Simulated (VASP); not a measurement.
# AlP (v.bh) (F-43m) in VASP: notebook

AlP (v.bh) is run at these levels: PBE; tasks: single point.

Program: VASP 6.6.1. These are calculated values, not measurements. Logs are shortened: lines on timing, memory, paths and dates and some standing lists are left out, and cuts for length are marked.

## Step 1: The cell of the first run

Symmetry: F-43m, No. 216, cubic system. The conventional cell has a = 5.507 Å, b = 5.507 Å, c = 5.507 Å, α = 90.00°, β = 90.00°, γ = 90.00°. Within 3.1 Å of Al (site symmetry -43m) lie 4 P at 2.38 Å. Within 3.1 Å of P (site symmetry -43m) lie 4 Al at 2.38 Å.

## Step 2: Single point, PBE

File INCAR:

```
SYSTEM = AlP
  PREC = Accurate
  ENCUT = 500
  EDIFF = 1E-6
  ISMEAR = 0
  SIGMA = 0.02
  LREAL = .False.
  LASPH = .True.
  NELM = 120
  ALGO = Normal
  ISIF = 2
  LWAVE = .False.
  LCHARG = .False.
  GGA = PE
  NBANDS = 11
  GGA_COMPAT = .False.
```

File KPOINTS:

```
regular mesh
0
Gamma
  8 8 8
  0 0 0
```

File POSCAR:

```
AlP
1.0
    0.0000000000      2.7535005086      2.7535005086
    2.7535005086      0.0000000000      2.7535005086
    2.7535005086      2.7535005086      0.0000000000
Al P
1 1
Direct
    0.0000000000      0.0000000000      0.0000000000
    0.2500000000      0.2500000000      0.2500000000
```

Potentials or basis: VASP PAW PBE potentials, release 64 (Al, P).

Command:

```
> cat potpaw_PBE.64/Al/POTCAR potpaw_PBE.64/P/POTCAR > POTCAR
> mpirun -np 1 vasp_std > vasp.out
```

OUTCAR:

```text
SYSTEM = AlP
   PREC = Accurate
   ENCUT = 500
   EDIFF = 1E-6
   ISMEAR = 0
   LREAL = .False.
   LASPH = .True.
   NELM = 120
   ISIF = 2
   GGA = PE

 ion  position               nearest neighbor table
   1  0.000  0.000  0.000-   2 2.38   2 2.38   2 2.38   2 2.38
   2  0.250  0.250  0.250-   1 2.38   1 2.38   1 2.38   1 2.38

  LATTYP: Found a face centered cubic cell.
 ALAT       =     5.5070010172

  Lattice vectors:

 A1 = (   0.0000000000,   2.7535005086,   2.7535005086)
 A2 = (   2.7535005086,   0.0000000000,   2.7535005086)
 A3 = (   2.7535005086,   2.7535005086,   0.0000000000)

Analysis of symmetry for initial positions (statically):
=====================================================================
 Subroutine PRICEL returns:
 Original cell was already a primitive cell.

 Routine SETGRP: Setting up the symmetry group for a
 face centered cubic supercell.

 Subroutine GETGRP returns: Found 24 space group operations
 (whereof 24 operations were pure point group operations)
 out of a pool of 48 trial point group operations.

The static configuration has the point symmetry T_d .

Analysis of symmetry for dynamics (positions and initial velocities):
=====================================================================
 Subroutine PRICEL returns:
 Original cell was already a primitive cell.

 Routine SETGRP: Setting up the symmetry group for a
 face centered cubic supercell.

 Subroutine GETGRP returns: Found 24 space group operations
 (whereof 24 operations were pure point group operations)
 out of a pool of 48 trial point group operations.

The dynamic configuration has the point symmetry T_d .

 Subroutine INISYM returns: Found 24 space group operations
 (whereof 24 operations are pure point group operations),
 and found     1 'primitive' translations

----------------------------------------------------------------------------------------

                                     Primitive cell

  volume of cell :      41.7528

  direct lattice vectors                    reciprocal lattice vectors
     0.000000000  2.753500509  2.753500509    -0.181587037  0.181587037  0.181587037
     2.753500509  0.000000000  2.753500509     0.181587037 -0.181587037  0.181587037
     2.753500509  2.753500509  0.000000000     0.181587037  0.181587037 -0.181587037

  length of vectors
     3.894037763  3.894037763  3.894037763     0.314517975  0.314517975  0.314517975

  position of ions in fractional coordinates (direct lattice)
     0.000000000  0.000000000  0.000000000
     0.250000000  0.250000000  0.250000000

  ion indices of the primitive-cell ions
   primitive index   ion index
                 1           1
                 2           2

----------------------------------------------------------------------------------------

 KPOINTS: regular mesh

Automatic generation of k-mesh.
 Grid dimensions read from file:
 generate k-points for:    8    8    8

 Generating k-lattice:

  Cartesian coordinates                     Fractional coordinates (reciprocal lattice)
    -0.022698380  0.022698380  0.022698380     0.125000000  0.000000000  0.000000000
     0.022698380 -0.022698380  0.022698380     0.000000000  0.125000000  0.000000000
     0.022698380  0.022698380 -0.022698380     0.000000000  0.000000000  0.125000000

  Length of vectors
     0.039314747  0.039314747  0.039314747

  Shift w.r.t. Gamma in fractional coordinates (k-lattice)
     0.000000000  0.000000000  0.000000000

 Subroutine IBZKPT returns following result:
 ===========================================

 Found     29 irreducible k-points:

 Following reciprocal coordinates:
            Coordinates               Weight
  0.000000  0.000000  0.000000      1.000000
  0.125000  0.000000  0.000000      8.000000
  0.250000  0.000000  0.000000      8.000000
  0.375000  0.000000  0.000000      8.000000
  0.500000  0.000000  0.000000      4.000000
  0.125000  0.125000  0.000000      6.000000
[... 16 lines left out ...]
  0.500000  0.250000  0.125000     48.000000
 -0.375000  0.250000  0.125000     24.000000
 [... further k-points ...]
   k-points           NKPTS =     29   k-points in BZ     NKDIM =     29   number of bands    NBANDS=     11
   number of dos      NEDOS =    301   number of ions     NIONS =      2
   total plane-waves  NPLWV =  21952
   dimension x,y,z NGX =    28 NGY =   28 NGZ =   28
   dimension x,y,z NGXF=    56 NGYF=   56 NGZF=   56
   ions per type =               1   1
   NGX,Y,Z   is equivalent  to a cutoff of  11.95, 11.95, 11.95 a.u.
   NGXF,Y,Z  is equivalent  to a cutoff of  23.91, 23.91, 23.91 a.u.
 SYSTEM =  AlP
   PREC   = accura    normal or accurate (medium, high low for compatibility)
   ISTART =      0    job   : 0-new  1-cont  2-samecut
   ICHARG =      2    charge: 1-file 2-atom 10-const
   ISPIN  =      1    spin polarized calculation?
   LNONCOLLINEAR =      F non collinear calculations
   LSORBIT =      F    spin-orbit coupling
   LASPH  =      T    aspherical Exc in radial PAW
   ENCUT  =  500.0 eV  36.75 Ry    6.06 a.u.   7.10  7.10  7.10*2*pi/ulx,y,z
   NELM   =    120;   NELMIN=  2; NELMDL= -5     # of ELM steps
   EDIFF  = 0.1E-05   stopping-criterion for ELM
   LREAL  =      F    real-space projection
   EDIFFG = 0.1E-04   stopping-criterion for IOM
   NSW    =      0    number of steps for IOM
   IBRION =     -1    ionic relax: 0-MD 1-quasi-New 2-CG
   NFREE  =      0    steps in history (QN), initial steepest desc. (CG)
   ISIF   =      2    stress and relaxation
   ISYM   =      2    0-nonsym 1-usesym 2-fastsym
   POTIM  = 0.5000    time-step for ionic-motion
   TEBEG  =    0.0;   TEEND  =   0.0 temperature during run
   PSTRESS=    0.0 pullay stress
   NELECT =       8.0000    total number of electrons
   NUPDOWN=      -1.0000    fix difference up-down
   EMIN   =  10.00;   EMAX   =-10.00  energy-range for DOS
   EFERMI =   0.00;   METHOD = LEGACY
   ISMEAR =     0;   SIGMA  =   0.02  broadening in eV -4-tet -1-fermi 0-gaus
   EFERMI_NEDOS =   21; number of points for ismear=-14 and -15
   IALGO  =     38    algorithm
   IMIX   =      4    mixing-type and parameters
     AMIX     =   0.40;   BMIX     =  1.00
     AMIX_MAG =   1.60;   BMIX_MAG =  1.00
  volume/ion in A,a.u.               =      20.88       140.88
  Fermi-wavevector in a.u.,A,eV,Ry     =   0.943792  1.783508 12.119301  0.890744
  Thomas-Fermi vector in A             =   2.071534
   LORBIT       =      0    0 simple, 1 ext, 2 COOP (PROOUT), +10 PAW based schemes
   GGA     = PE    functional components
   LHFCALC =     F    Hartree Fock is set to
   AEXX    =    0.0000 exact exchange contribution
   IVDW    =     0    specifies the selected vdW correction
   LEPSILON=     F    determine dielectric tensor
   LRPA    =     F    only Hartree local field effects (RPA)
 non-spin polarized calculation
 Gauss-broadening in eV      SIGMA  =   0.02
  energy-cutoff  :      500.00
  volume of cell :       41.75
 maximum number of plane-waves:      1068
   NGX = 15   NGY = 15   NGZ = 15

 number of electron       8.0000001 magnetization

 Free energy of the ion-electron system (eV)
  ---------------------------------------------------
  ext. energy  EPLUGINS =         0.00000000
  ---------------------------------------------------
  free energy    TOTEN  =       -10.37677289 eV

  energy without entropy =      -10.37677289  energy(sigma->0) =      -10.37677289

 E-fermi :   4.4639     XC(G=0):  -9.1093

 val. band max:        4.3476574271   @ k =   0.0000   0.0000   0.0000
 cond. band min:       5.9769094158   @ k =   0.5000   0.5000   0.0000
 fundamental gap:      1.6292519887
 Fermi energy:         4.4639401488

 k-point     1 :       0.0000    0.0000    0.0000
  band No.  band energies     occupation
      1      -7.0121      2.00000
      2       4.3477      2.00000
      3       4.3477      2.00000
      4       4.3477      2.00000
      5       7.4343      0.00000
      6       8.8730      0.00000
      7       8.8730      0.00000
      8       8.8730      0.00000
      9      13.1530      0.00000
     10      13.1530      0.00000
     11      14.4606      0.00000

 k-point     2 :       0.1250    0.0000    0.0000
  band No.  band energies     occupation
      1      -6.8448      2.00000
      2       3.1325      2.00000
      3       4.2030      2.00000
      4       4.2030      2.00000
      5       7.9071      0.00000
      6       9.1497      0.00000
      7       9.1497      0.00000
      8       9.3378      0.00000
      9      12.6742      0.00000
     10      12.6742      0.00000
     11      15.1116      0.00000

 k-point     3 :       0.2500    0.0000    0.0000
  band No.  band energies     occupation
      1      -6.3750      2.00000
      2       1.2200      2.00000
      3       3.9148      2.00000
      4       3.9148      2.00000
      5       7.5710      0.00000
      6       9.4598      0.00000
      7       9.4598      0.00000
      8      11.1195      0.00000
      9      12.6444      0.00000
     10      12.6444      0.00000
     11      14.6225      0.00000

 k-point     4 :       0.3750    0.0000    0.0000
  band No.  band energies     occupation
      1      -5.7477      2.00000
      2      -0.3791      2.00000
      3       3.6835      2.00000
      4       3.6835      2.00000
      5       7.2012      0.00000
      6       9.2937      0.00000
      7       9.2937      0.00000
      8      12.4089      0.00000
      9      13.9967      0.00000
     10      13.9967      0.00000
     11      14.8187      0.00000
[... 239 lines left out ...]
 k-point    22 :       0.3750    0.2500    0.1250
  band No.  band energies     occupation
      1      -5.9780      2.00000
      2       0.8873      2.00000
      3       2.5043      2.00000
      4       3.4556      2.00000
      5       8.1785      0.00000
      6       9.0823      0.00000
      7       9.7669      0.00000
      8      11.0750      0.00000
      9      12.6041      0.00000
     10      15.0185      0.00000
     11      17.0796      0.00000

 k-point    23 :       0.5000    0.2500    0.1250
  band No.  band energies     occupation
      1      -5.4050      2.00000
      2      -0.1897      2.00000
      3       1.9477      2.00000
      4       3.0851      2.00000
      5       8.2731      0.00000
      6       9.0961      0.00000
      7      10.3181      0.00000
      8      11.3805      0.00000
      9      13.7158      0.00000
     10      15.5452      0.00000
     11      17.0411      0.00000

 k-point    24 :      -0.3750    0.2500    0.1250
  band No.  band energies     occupation
      1      -5.0944      2.00000
      2      -0.7265      2.00000
      3       1.8124      2.00000
      4       2.9043      2.00000
      5       8.2670      0.00000
      6       8.8446      0.00000
      7      11.1536      0.00000
      8      11.9686      0.00000
      9      13.2322      0.00000
     10      15.7032      0.00000
     11      16.9092      0.00000

 [... further k-points ...]
[... 5 lines left out ...]
  --------------------------------------------------------------------------------------
  -------------------------------------------------------------------------------------
  Total       -0.0148671     -0.0148671     -0.0148671      0.0000000      0.0000000      0.0000000
  in kB       -0.5704941     -0.5704941     -0.5704941      0.0000000      0.0000000      0.0000000
  external PRESSURE =      -0.5704941 kB  Pullay stress =       0.0000000 kB

 VOLUME and BASIS-vectors are now :
 -----------------------------------------------------------------------------
  energy-cutoff  :      500.00
  volume of cell :       41.75
      direct lattice vectors                 reciprocal lattice vectors
     0.000000000  2.753500509  2.753500509    -0.181587037  0.181587037  0.181587037
     2.753500509  0.000000000  2.753500509     0.181587037 -0.181587037  0.181587037
     2.753500509  2.753500509  0.000000000     0.181587037  0.181587037 -0.181587037

 POSITION                                       TOTAL-FORCE (eV/Angst)
 -----------------------------------------------------------------------------------
      0.00000      0.00000      0.00000         0.000000      0.000000      0.000000
      1.37675      1.37675      1.37675        -0.000000     -0.000000     -0.000000
 -----------------------------------------------------------------------------------
    total drift:                               -0.000000     -0.000000     -0.000000

  FREE ENERGIE OF THE ION-ELECTRON SYSTEM (eV)
  ---------------------------------------------------
  free  energy   TOTEN  =       -10.3767728869 eV

  energy  without entropy=      -10.3767728869  energy(sigma->0) =      -10.37677289
```

Run time: 15 s. Hardware: 1 thread of Intel Xeon 8259CL, shared host; peak memory 0.15 GiB.

What came out:

* Free energy: -10.3768 eV
* Pressure: -0.1 GPa
* Band gap on the k mesh: 1.63 eV, indirect (least direct gap 3.09 eV)

Levels at points of the mesh, in eV from the valence-band top:
```csv
k point,band 2,band 3,band 4,band 5,band 6,band 7
"(0.00, 0.00, 0.00)",0.00,0.00,0.00,3.09,4.53,4.53
"(0.50, 0.00, 0.00)",-5.41,-0.75,-0.75,2.72,4.81,4.81
"(0.50, 0.50, 0.00)",-5.22,-2.05,-2.05,1.63,2.47,10.85
```

## Step 3: Single point, PBE

File INCAR:

```
ALGO = Normal
EDIFF = 1E-6
ENCUT = 500
GGA = PE
GGA_COMPAT = False
ISIF = 2
ISMEAR = 0
LASPH = True
LCHARG = False
LREAL = False
LWAVE = False
NBANDS = 11
NELM = 120
PREC = Accurate
SIGMA = 0.02
```

File KPOINTS:

```
k-points
0
Gamma
  8 8 8
```

POSCAR is that of step 2.

Potentials or basis: VASP PAW PBE potentials, release 64 (Al, P).

Command:

```
> cat potpaw_PBE.64/Al/POTCAR potpaw_PBE.64/P/POTCAR > POTCAR
> mpirun -np 1 vasp_std > vasp.out
```

Wall time 16 s (1 thread of Intel Xeon 8259CL, shared host); peak memory 0.15 GiB.

Results (log left out):

| Property | Result |
| --- | --- |
| Free energy | -10.3768 eV |
| Pressure | -0.1 GPa |
| Band gap on the k mesh | 1.63 eV, indirect (least direct gap 3.09 eV) |

Levels at points of the mesh, in eV from the valence-band top:
```csv
k point,band 1,band 2,band 3,band 4,band 5,band 6,band 7,band 8
"(0.00, 0.00, 0.00)",-11.36,0.00,0.00,0.00,3.09,4.53,4.53,4.53
"(0.50, 0.00, 0.00)",-9.74,-5.41,-0.75,-0.75,2.72,4.81,4.81,8.20
"(0.50, 0.50, 0.00)",-9.11,-5.22,-2.05,-2.05,1.63,2.47,10.85,10.85
```

A k mesh can miss the band edges. Expect the measured gap to be larger: semilocal functionals such as PBE lack the derivative discontinuity.
